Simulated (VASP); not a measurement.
Write the native input for VASP 6.6.1 that does the following.

* Task: single point
* Functional: PBEsol
* Potentials or basis: VASP PAW PBE potentials, release 64 (C)
* Cutoff: 520 eV
* k mesh: 11 × 7 × 3
* Occupations: gaussian, width 0.05 eV
* Spin: no spin polarisation
* Dipole correction: no
* Further INCAR settings: ALGO = Normal; EDIFF = 1e-06; NBANDS = 31

The structure of C lies in POSCAR:

```
C
1.0
   -2.1294220588     -1.2294315772      0.0088643343
    1.3950280734      0.0000000000     -3.6324024213
    3.2187197207     -9.6305473545      3.6131963636
C
10
Direct
    0.7777558694      0.1666290038      0.0666694635
    0.2110892027      0.3666290038      0.2666694635
   -0.3555774640      0.5666290038      0.4666694635
    0.0777558693      0.7666290038      0.6666694635
   -0.4889107973      0.9666290038      0.8666694635
   -0.0110892027      0.0333709962      0.9333305365
    0.2555774640      0.2333709962      0.1333305365
    0.6889107973      0.4333709962      0.3333305365
    0.1222441306      0.6333709962      0.5333305365
   -0.4444225360      0.8333709962      0.7333305365
```

This cell differs from its parent crystal: the part above a cut slid along it.

These files were run (other wordings do the same):

INCAR

```
ALGO = Normal ; EDIFF = 1E-6
ENCUT = 520 ; GGA = PS
ISIF = 2 ; ISMEAR = 0
LASPH = T ; LCHARG = F
LREAL = F ; LWAVE = F
NBANDS = 31 ; NELM = 80
PREC = Accurate ; SIGMA = 0.05
```

KPOINTS

```
k-points
0
Gamma
  11 7 3
```

Potentials or basis: VASP PAW PBE potentials, release 64 (C).

The run is started by

```bash
$ cat potpaw_PBE.64/C/POTCAR > POTCAR
$ mpirun -np 1 vasp_std > vasp.out
```

It gave:

```
Pressure      : 0.3 GPa
Largest force : 4.330 eV/Å
```

Caveat: the cell differs from its parent crystal (the part above a cut slid along it); the stress differs along the axes, from -12 to 13 GPa; this functional lacks dispersion, which binds layers or chains, so the pressure and a relaxed spacing across them are unreliable; the PAW data sets were made with another functional, which shifts forces and pressure a little.

Run time: 9.2 min on 1 thread of Oxide Virtual Turin-like Processor, with other jobs on the host, peak memory 0.31 GiB.
